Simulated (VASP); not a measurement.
Wanted: the native input for a VASP 6.6.1 run.

```
Task                   : single point
Functional             : revPBE
Potentials or basis    : VASP PAW PBE potentials, release 64 (Y_sv)
Cutoff                 : 520 eV
k mesh                 : 16 × 16 × 9
Occupations            : fermi-dirac, width 0.1 eV
Spin                   : no spin polarisation
Dipole correction      : no
Further INCAR settings : ALGO = Normal; EDIFF = 1e-07; NBANDS = 18
```

The structure of Y lies in POSCAR:

```
Y
1.0
    3.6856818066      0.0000000000      0.0000000000
   -1.8428409033      3.1918940748      0.0000000000
    0.0000000000      0.0000000000      5.7567941452
Y
2
Direct
    0.3333333333      0.6666666667      0.2500000000
    0.6666666667      0.3333333333      0.7500000000
```

The input as run:

INCAR

```
PREC     = Accurate       # precision mode
ENCUT    = 520            # plane-wave cutoff, eV
EDIFF    = 1E-7           # SCF threshold, eV
ISMEAR   = -1             # smearing method
SIGMA    = 0.1            # smearing width, eV
LREAL    = F              # projectors in reciprocal space
LASPH    = T              # aspherical terms in the spheres
NELM     = 100            # most SCF steps
ALGO     = Normal         # electronic algorithm
ISIF     = 2              # what is computed and relaxed
LWAVE    = F              # write WAVECAR
LCHARG   = F              # write CHGCAR
GGA      = RE             # functional
NBANDS   = 18             # bands
```

KPOINTS

```
Automatic mesh
0
Gamma
  16 16 9
```

Potentials or basis: VASP PAW PBE potentials, release 64 (Y_sv).

The run is started by

```sh
$ cat potpaw_PBE.64/Y_sv/POTCAR > POTCAR
$ mpirun -np 1 vasp_std > vasp.out
```

Results of the run:

```json
{"Pressure": "-0.1 GPa", "Band gap on the k mesh": "zero (band 11 reaches 3.75 eV, above the bottom of band 12 at 2.45 eV)"}
```

Caveat: the PAW data sets were made with another functional, which shifts forces and pressure a little.

Wall time 74 s on 1 thread of Intel(R) Xeon(R) 6975P-C (Granite Rapids), on a shared host, peak memory 0.31 GiB.
